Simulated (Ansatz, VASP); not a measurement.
## Al2P3: VASP beside Ansatz

```xyz
5
Lattice="4.0539 0.0000 0.0000 -2.0270 3.5108 0.0000 0.0000 0.0000 6.9227" Properties=species:S:1:pos:R:3 pbc="T T T"
Al    0.0000    2.3405    0.0000
Al    2.0270    1.1703    0.0000
P     0.0000    0.0000    1.9480
P     0.0000    0.0000    4.9747
P     0.0000    0.0000    0.0000
```

Alike in both runs: task single point; functional PBE; k mesh 6 × 6 × 4; occupations gaussian, width 0.1 eV; no spin polarisation.

|  | VASP | Ansatz |
| --- | --- | --- |
| version | VASP 6.6.1 | Ansatz 0.2.0 |
| potentials or method | VASP PAW PBE potentials, release 64 (Al, P), cutoff 520 eV | scalar-relativistic, plane waves, PAW |
| valence electrons in the cell | 21 | 21 |

VASP gave:

- gap on the k mesh at the Fermi level (eV): none
- pressure (GPa): 23.4
- traceless stress, the component that is largest in VASP (GPa): 0.13
- rms of the force components (eV/Å): 1.391

Task: What did Ansatz give for the same quantities?

Result: gap on the k mesh at the Fermi level (eV): none; pressure (GPa): 23.7; traceless stress, the component that is largest in VASP (GPa): 0.53; rms of the force components (eV/Å): 1.435.

Atom by atom the forces differ by 0.044 eV/Å (rms over components). A gap of «none» marks a metal or a gap that the smearing closes. The functional is the same, so the differences come from potentials, cutoffs and numerics.
